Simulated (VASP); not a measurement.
**Na: single point with PBEsol**

The system is Na.

```
Na
1.0
     3.69166    0.00000    0.00000
    -1.84583    3.19707    0.00000
     0.00000    0.00000    6.15400
Na
2
Direct
  0.33333 0.66667 0.25000
  0.66667 0.33333 0.75000
```

This cell differs from its parent crystal: equal xx and yy strain of -2 %.

```json
{"Program": "VASP 6.6.1", "Task": "single point", "Functional": "PBEsol", "Potentials or basis": "VASP PAW PBE potentials, release 64 (Na_pv)", "Cutoff": "520 eV", "k mesh": "13 × 13 × 7", "Occupations": "fermi-dirac, width 0.05 eV", "Spin": "no spin polarisation", "Dipole correction": "no", "Further INCAR settings": "ALGO = Normal; EDIFF = 1e-07; NBANDS = 14"}
```

```yaml
Pressure: 0.0 GPa
Band_gap_on_the_k_mesh: zero (band 7 reaches 1.85 eV, above the bottom of band 8 at -1.63 eV)
```

Stress tensor (GPa, compression positive):
```
 0.05  0.00  0.00
 0.00  0.05  0.00
 0.00  0.00 -0.04
```

Levels at points of the mesh, in eV from the Fermi level:
```
           k point  band 4  band 5  band 6  band 7  band 8  band 9  band 10  band 11
(0.00, 0.00, 0.00)  -24.76  -24.76  -24.76   -3.32    0.46    0.87    10.27    10.27
```

It took 44 s on 1 thread of Intel(R) Xeon(R) Platinum 8488C (Sapphire Rapids) (shared host), peak memory 0.21 GiB.

Caveat: the cell differs from its parent crystal (equal xx and yy strain of -2 %); the PAW data sets were made with another functional, which shifts forces and pressure a little.
